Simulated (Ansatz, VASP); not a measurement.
## Co: VASP beside Ansatz

Contents of INCAR:

```
PREC = Accurate ; ENCUT = 520
EDIFF = 1E-6 ; ISMEAR = -1
SIGMA = 0.05 ; LREAL = F
LASPH = T ; NELM = 150
ALGO = Normal ; ISIF = 2
LWAVE = F ; LCHARG = T
ISPIN = 2 ; MAGMOM = 1.608
LORBIT = 11 ; LMAXMIX = 4
LELF = T ; LVHAR = T
NBANDS = 14
```

File KPOINTS:

```
Automatic mesh
0
Gamma
  26 26 26
```

Contents of POSCAR:

```
Co
1.0
    0.0000000000      1.7141401415      1.7141401415
    1.7141401415      0.0000000000      1.7141401415
    1.7141401415      1.7141401415      0.0000000000
Co
1
Direct
    0.0000000000      0.0000000000      0.0000000000
```

Input for Ansatz:

```yaml
crystal:
  lattice:
    - [0.0, 1.7141401415, 1.7141401415]
    - [1.7141401415, 0.0, 1.7141401415]
    - [1.7141401415, 1.7141401415, 0.0]
  atoms:
    - { symbol: Co, position: [0.0, 0.0, 0.0], spin: 1.608 }
hamiltonian:
  xc: lda
  pseudopotentials:
    kind: paw
    azcp:
      Co: "pseudopotentials/Co.paw.azcp"
basis:
  ecutwfc: 420
  fft_grid_basis: typed
kpoints:
  mp_grid: { grid: [26, 26, 26], shift: [0, 0, 0] }
magnetization:
  spin_polarized: true
scf:
  occupations: { method: fermi_dirac, width: 0.05 }
```

Alike in both runs: task single point; functional LDA; k mesh 26 × 26 × 26; occupations fermi-dirac, width 0.05 eV; collinear spin.

|  | VASP | Ansatz |
| --- | --- | --- |
| version | VASP 6.6.1 | Ansatz 0.2.0 |
| potentials or method | VASP PAW LDA potentials, release 64 (Co), cutoff 520 eV | plane waves (420 eV) with PAW, scalar-relativistic |
| valence electrons in the cell | 9 | 17 |

```csv
,VASP,Ansatz,Ansatz less VASP
net moment per atom (μB),1.53,1.55,+0.021
size of the moment on the site where the two differ most (μB),1.52,1.59,+0.069
```

Ansatz warns that its potentials were made for another functional, while VASP's fit it. LDA's correlation is that of Perdew and Zunger in VASP and of Perdew and Wang (1992) in Ansatz. Site moments also hang on the region over which each program counts them. VASP's potentials hold 9 valence electrons a cell and Ansatz's 17, so a difference there can come from the potentials and not from the codes.
